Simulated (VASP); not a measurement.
Wanted: the native input for a VASP 6.6.1 run.

```
Task                   : single point
Functional             : PBEsol
Potentials or basis    : VASP PAW PBE potentials, release 64 (Mg)
Cutoff                 : 520 eV
k mesh                 : 9 × 9 × 9
Occupations            : fermi-dirac, width 0.1 eV
Spin                   : no spin polarisation
Dipole correction      : no
Further INCAR settings : ALGO = Normal; EDIFF = 1e-06; NBANDS = 9
```

The structure of Mg lies in POSCAR:

```
Mg
1.0
    0.0000000000      3.2459808786      3.2459808786
    3.2459808786      0.0000000000      3.2459808786
    3.2459808786      3.2459808786      0.0000000000
Mg
2
Direct
    0.1250000000      0.1250000000      0.1250000000
    0.8750000000      0.8750000000      0.8750000000
```

This cell differs from its parent crystal: volume scaled by 0.88.

One way to write it, as run:

INCAR

```
SYSTEM = Mg
PREC     = Accurate       ! precision mode
ENCUT    = 520            ! plane-wave cutoff, eV
EDIFF    = 1E-6           ! SCF threshold, eV
ISMEAR   = -1             ! smearing method
SIGMA    = 0.1            ! smearing width, eV
LREAL    = .False.        ! projectors in reciprocal space
LASPH    = .True.         ! aspherical terms in the spheres
NELM     = 100            ! most SCF steps
ALGO     = Normal         ! electronic algorithm
ISIF     = 2              ! what is computed and relaxed
LWAVE    = .False.        ! write WAVECAR
LCHARG   = .False.        ! write CHGCAR
GGA      = PS             ! functional
NBANDS   = 9              ! bands
```

KPOINTS

```
regular mesh
0
Gamma
  9 9 9
  0 0 0
```

Potentials or basis: VASP PAW PBE potentials, release 64 (Mg).

Command:

```sh
$ cat potpaw_PBE.64/Mg/POTCAR > POTCAR
$ mpirun -np 1 vasp_std > vasp.out
```

Results of the run:

| Quantity | Value |
| --- | --- |
| Pressure | 2.0 GPa |
| Band gap on the k mesh | zero (band 2 reaches 4.22 eV, above the bottom of band 3 at -0.06 eV) |

Caveat: the PAW data sets were made with another functional, which shifts forces and pressure a little.

Run time: 18 s on 1 thread of Intel Xeon 6975P-C, with other jobs on the host, peak memory 0.2 GiB.
